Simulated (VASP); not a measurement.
# SnO (Pmn2_1) in VASP: single point with PBE

Aim: the single point of SnO with PBE.

Program: VASP 6.6.1. These are calculated values, not measurements. Logs are shortened: lines on timing, memory, paths and dates and some standing lists are left out, and cuts for length are marked.

## 1. The cell of the first run

Symmetry: Pmn2_1, No. 31, orthorhombic system. The conventional cell has a = 3.310 Å, b = 5.597 Å, c = 4.165 Å, α = 90.00°, β = 90.00°, γ = 90.00°. Within 2.8 Å of Sn (site symmetry m) lie 3 O at 2.12 to 2.13 Å. O (site symmetry m) has 3 Sn at 2.12 to 2.13 Å within 2.8 Å.

## 2. Single point, PBE

The input, INCAR:

```
SYSTEM = SnO
ALGO = Normal
EDIFF = 1E-6
ENCUT = 1340
GGA = PE
GGA_COMPAT = .FALSE.
ISIF = 2
ISMEAR = -1
LASPH = .TRUE.
LCHARG = .FALSE.
LREAL = .FALSE.
LWAVE = .FALSE.
NBANDS = 28
NELM = 120
PREC = Accurate
SIGMA = 0.05
```

The input, KPOINTS:

```
k-points
0
G
  8 5 6
  0 0 0
```

The input, POSCAR:

```
SnO
1.0
    3.3096615362      0.0000000000      0.0000000000
    0.0000000000      5.5974175183      0.0000000000
    0.0000000000      0.0000000000      4.1649093566
Sn O
2 2
Direct
    0.5000000000      0.7680910000      0.0131440000
    0.0000000000      0.2319090000      0.5131440000
    0.5000000000      0.1087500000      0.2368570000
    0.0000000000      0.8912500000      0.7368570000
```

Potentials or basis: VASP PAW PBE potentials, release 64 (Sn_d, O_h).

The run is started by

```sh
$ cat potpaw_PBE.64/Sn_d/POTCAR potpaw_PBE.64/O_h/POTCAR > POTCAR
$ mpirun -np 1 vasp_std > vasp.out
```

OUTCAR:

```text
SYSTEM = SnO
   EDIFF = 1E-6
   ENCUT = 1340
   GGA = PE
   ISIF = 2
   ISMEAR = -1
   LASPH = .TRUE.
   LREAL = .FALSE.
   NELM = 120
   PREC = Accurate

 ion  position               nearest neighbor table
   1  0.500  0.768  0.013-   3 2.12   4 2.13   4 2.13   2 3.72   2 3.72   2 3.72   2 3.72
   2  0.000  0.232  0.513-   4 2.12   3 2.13   3 2.13   1 3.72   1 3.72   1 3.72   1 3.72
   3  0.500  0.109  0.237-   1 2.12   2 2.13   2 2.13
   4  0.000  0.891  0.737-   2 2.12   1 2.13   1 2.13

  LATTYP: Found a simple orthorhombic cell.
 ALAT       =     3.3096615362
 B/A-ratio  =     1.2584094510
 C/A-ratio  =     1.6912356315

  Lattice vectors:

 A1 = (  -3.3096615362,   0.0000000000,   0.0000000000)
 A2 = (   0.0000000000,   0.0000000000,   4.1649093566)
 A3 = (   0.0000000000,   5.5974175183,   0.0000000000)

Analysis of symmetry for initial positions (statically):
=====================================================================
 Subroutine PRICEL returns:
 Original cell was already a primitive cell.

 Routine SETGRP: Setting up the symmetry group for a
 simple orthorhombic supercell.

 Subroutine GETGRP returns: Found  4 space group operations
 (whereof  2 operations were pure point group operations)
 out of a pool of  8 trial point group operations.

The static configuration has the point symmetry C_1h.
 The point group associated with its full space group is C_2v.

Analysis of symmetry for dynamics (positions and initial velocities):
=====================================================================
 Subroutine PRICEL returns:
 Original cell was already a primitive cell.

 Routine SETGRP: Setting up the symmetry group for a
 simple orthorhombic supercell.

 Subroutine GETGRP returns: Found  4 space group operations
 (whereof  2 operations were pure point group operations)
 out of a pool of  8 trial point group operations.

The dynamic configuration has the point symmetry C_1h.
 The point group associated with its full space group is C_2v.

 Subroutine INISYM returns: Found  4 space group operations
 (whereof  2 operations are pure point group operations),
 and found     1 'primitive' translations

----------------------------------------------------------------------------------------

                                     Primitive cell

  volume of cell :      77.1573

  direct lattice vectors                    reciprocal lattice vectors
     3.309661536  0.000000000  0.000000000     0.302145700  0.000000000  0.000000000
     0.000000000  5.597417518  0.000000000     0.000000000  0.178653816  0.000000000
     0.000000000  0.000000000  4.164909357     0.000000000  0.000000000  0.240101264

  length of vectors
     3.309661536  5.597417518  4.164909357     0.302145700  0.178653816  0.240101264

  position of ions in fractional coordinates (direct lattice)
     0.500000000  0.768091000  0.013144000
     0.000000000  0.231909000  0.513144000
     0.500000000  0.108750000  0.236857000
     0.000000000  0.891250000  0.736857000

  ion indices of the primitive-cell ions
   primitive index   ion index
                 1           1
                 2           2
                 3           3
                 4           4

----------------------------------------------------------------------------------------

 KPOINTS: k-points

Automatic generation of k-mesh.
 Grid dimensions read from file:
 generate k-points for:    8    5    6

 Generating k-lattice:

  Cartesian coordinates                     Fractional coordinates (reciprocal lattice)
     0.037768212  0.000000000  0.000000000     0.125000000  0.000000000  0.000000000
     0.000000000  0.035730763  0.000000000     0.000000000  0.200000000  0.000000000
     0.000000000  0.000000000  0.040016877     0.000000000  0.000000000  0.166666667

  Length of vectors
     0.037768212  0.035730763  0.040016877

  Shift w.r.t. Gamma in fractional coordinates (k-lattice)
     0.000000000  0.000000000  0.000000000

 Subroutine IBZKPT returns following result:
 ===========================================

 Found     60 irreducible k-points:

 Following reciprocal coordinates:
            Coordinates               Weight
  0.000000  0.000000  0.000000      1.000000
  0.125000  0.000000  0.000000      2.000000
  0.250000  0.000000  0.000000      2.000000
  0.375000  0.000000  0.000000      2.000000
  0.500000  0.000000  0.000000      1.000000
  0.000000  0.200000  0.000000      2.000000
[... 16 lines left out ...]
  0.250000  0.200000  0.166667      8.000000
  0.375000  0.200000  0.166667      8.000000
 [... further k-points ...]
   k-points           NKPTS =     60   k-points in BZ     NKDIM =     60   number of bands    NBANDS=     28
   number of dos      NEDOS =    301   number of ions     NIONS =      4
   total plane-waves  NPLWV = 140000
   dimension x,y,z NGX =    40 NGY =   70 NGZ =   50
   dimension x,y,z NGXF=    80 NGYF=  140 NGZF=  100
   ions per type =               2   2
   NGX,Y,Z   is equivalent  to a cutoff of  20.09, 20.79, 19.96 a.u.
   NGXF,Y,Z  is equivalent  to a cutoff of  40.18, 41.58, 39.92 a.u.
 SYSTEM =  SnO
   PREC   = accura    normal or accurate (medium, high low for compatibility)
   ISTART =      0    job   : 0-new  1-cont  2-samecut
   ICHARG =      2    charge: 1-file 2-atom 10-const
   ISPIN  =      1    spin polarized calculation?
   LNONCOLLINEAR =      F non collinear calculations
   LSORBIT =      F    spin-orbit coupling
   LASPH  =      T    aspherical Exc in radial PAW
   ENCUT  = 1340.0 eV  98.49 Ry    9.92 a.u.   9.88 16.71 12.43*2*pi/ulx,y,z
   NELM   =    120;   NELMIN=  2; NELMDL= -5     # of ELM steps
   EDIFF  = 0.1E-05   stopping-criterion for ELM
   LREAL  =      F    real-space projection
   EDIFFG = 0.1E-04   stopping-criterion for IOM
   NSW    =      0    number of steps for IOM
   IBRION =     -1    ionic relax: 0-MD 1-quasi-New 2-CG
   NFREE  =      0    steps in history (QN), initial steepest desc. (CG)
   ISIF   =      2    stress and relaxation
   ISYM   =      2    0-nonsym 1-usesym 2-fastsym
   POTIM  = 0.5000    time-step for ionic-motion
   TEBEG  =    0.0;   TEEND  =   0.0 temperature during run
   PSTRESS=    0.0 pullay stress
   NELECT =      40.0000    total number of electrons
   NUPDOWN=      -1.0000    fix difference up-down
   EMIN   =  10.00;   EMAX   =-10.00  energy-range for DOS
   EFERMI =   0.00;   METHOD = LEGACY
   ISMEAR =    -1;   SIGMA  =   0.05  broadening in eV -4-tet -1-fermi 0-gaus
   EFERMI_NEDOS =   21; number of points for ismear=-14 and -15
   IALGO  =     38    algorithm
   IMIX   =      4    mixing-type and parameters
     AMIX     =   0.40;   BMIX     =  1.00
     AMIX_MAG =   1.60;   BMIX_MAG =  1.00
  volume/ion in A,a.u.               =      19.29       130.17
  Fermi-wavevector in a.u.,A,eV,Ry     =   1.315132  2.485238 23.532244  1.729571
  Thomas-Fermi vector in A             =   2.445336
   LORBIT       =      0    0 simple, 1 ext, 2 COOP (PROOUT), +10 PAW based schemes
   GGA     = PE    functional components
   LHFCALC =     F    Hartree Fock is set to
   AEXX    =    0.0000 exact exchange contribution
   IVDW    =     0    specifies the selected vdW correction
   LEPSILON=     F    determine dielectric tensor
   LRPA    =     F    only Hartree local field effects (RPA)
 non-spin polarized calculation
  energy-cutoff  :     1340.00
  volume of cell :       77.16
 maximum number of plane-waves:      8636
 NGX is ok and might be reduce to    40
   NGX = 19   NGY = 33   NGZ = 25

 number of electron      40.0000001 magnetization

 Free energy of the ion-electron system (eV)
  ---------------------------------------------------
  ext. energy  EPLUGINS =         0.00000000
  ---------------------------------------------------
  free energy    TOTEN  =       -22.41625019 eV

  energy without entropy =      -22.41625017  energy(sigma->0) =      -22.41625018

 E-fermi :   6.2536     XC(G=0):  -9.7369

 val. band max:        5.5400601386   @ k =   0.1250   0.0000   0.0000
 cond. band min:       6.9762219369   @ k =   0.3750   0.4000   0.0000
 fundamental gap:      1.4361617984
 Fermi energy:         6.2536225616

 k-point     1 :       0.0000    0.0000    0.0000
  band No.  band energies     occupation
      1     -15.8364      2.00000
      2     -15.4430      2.00000
      3     -15.3435      2.00000
      4     -15.3139      2.00000
      5     -15.2828      2.00000
      6     -15.2508      2.00000
[... 20 lines left out ...]
     27      14.3999      0.00000
     28      15.0686      0.00000

 k-point     2 :       0.1250    0.0000    0.0000
  band No.  band energies     occupation
      1     -15.8294      2.00000
      2     -15.4369      2.00000
      3     -15.3594      2.00000
      4     -15.3320      2.00000
      5     -15.2926      2.00000
      6     -15.2498      2.00000
[... 20 lines left out ...]
     27      14.4557      0.00000
     28      15.1609      0.00000

 k-point     3 :       0.2500    0.0000    0.0000
  band No.  band energies     occupation
      1     -15.8218      2.00000
      2     -15.5578      2.00000
      3     -15.3278      2.00000
      4     -15.3109      2.00000
      5     -15.2969      2.00000
      6     -15.2548      2.00000
[... 20 lines left out ...]
     27      14.0311      0.00000
     28      15.3013      0.00000

 k-point     4 :       0.3750    0.0000    0.0000
  band No.  band energies     occupation
      1     -15.8184      2.00000
      2     -15.7004      2.00000
      3     -15.3077      2.00000
      4     -15.2914      2.00000
      5     -15.2712      2.00000
      6     -15.2567      2.00000
[... 578 lines left out ...]
     27      15.1082      0.00000
     28      15.7513      0.00000

 k-point    23 :       0.2500    0.2000    0.1667
  band No.  band energies     occupation
      1     -15.8119      2.00000
      2     -15.5877      2.00000
      3     -15.3301      2.00000
      4     -15.3126      2.00000
      5     -15.2908      2.00000
      6     -15.2622      2.00000
[... 20 lines left out ...]
     27      14.9355      0.00000
     28      15.8636      0.00000

 k-point    24 :       0.3750    0.2000    0.1667
  band No.  band energies     occupation
      1     -15.8188      2.00000
      2     -15.7177      2.00000
      3     -15.3122      2.00000
      4     -15.3022      2.00000
      5     -15.2645      2.00000
      6     -15.2537      2.00000
[... 20 lines left out ...]
     27      14.5992      0.00000
     28      15.6489      0.00000

 [... further k-points ...]
[... 5 lines left out ...]
  --------------------------------------------------------------------------------------
  -------------------------------------------------------------------------------------
  Total        2.0085470      2.0241557      1.5811635      0.0000000      0.0000000      0.0000000
  in kB       41.7076529     42.0317685     32.8329973      0.0000000      0.0000000      0.0000000
  external PRESSURE =      38.8574729 kB  Pullay stress =       0.0000000 kB

 VOLUME and BASIS-vectors are now :
 -----------------------------------------------------------------------------
  energy-cutoff  :     1340.00
  volume of cell :       77.16
      direct lattice vectors                 reciprocal lattice vectors
     3.309661536  0.000000000  0.000000000     0.302145700  0.000000000  0.000000000
     0.000000000  5.597417518  0.000000000     0.000000000  0.178653816  0.000000000
     0.000000000  0.000000000  4.164909357     0.000000000  0.000000000  0.240101264

 POSITION                                       TOTAL-FORCE (eV/Angst)
 -----------------------------------------------------------------------------------
      1.65483      4.29933      0.05474         0.000000     -0.524531      0.178632
      0.00000      1.29809      2.13720         0.000000      0.524531      0.178632
      1.65483      0.60872      0.98649         0.000000     -0.020258     -0.178632
      0.00000      4.98870      3.06894         0.000000      0.020258     -0.178632
 -----------------------------------------------------------------------------------
    total drift:                               -0.000000     -0.000000      0.000021

  FREE ENERGIE OF THE ION-ELECTRON SYSTEM (eV)
  ---------------------------------------------------
  free  energy   TOTEN  =       -22.4162501934 eV

  energy  without entropy=      -22.4162501654  energy(sigma->0) =      -22.41625018
```

It took 7.2 min on 1 thread of Intel Xeon Platinum 8259CL at 2.50GHz (Skylake/Cascade Lake), shared host; peak memory 0.67 GiB.

Results:

| Item | Value |
| --- | --- |
| Free energy | -22.4163 eV |
| Pressure | 3.9 GPa |
| Largest force | 0.554 eV/Å |
| Band gap on the k mesh | 1.44 eV (least direct gap 2.00 eV) |

Forces in eV/Å, atoms in the order of the input:
```
Sn   0.000 -0.525  0.179
Sn   0.000  0.525  0.179
O    0.000 -0.020 -0.179
O    0.000  0.020 -0.179
```

Caveat: the cell stands under pressure; spin-orbit coupling is left out, which moves the levels of the heavy elements. A k mesh can miss the band edges.
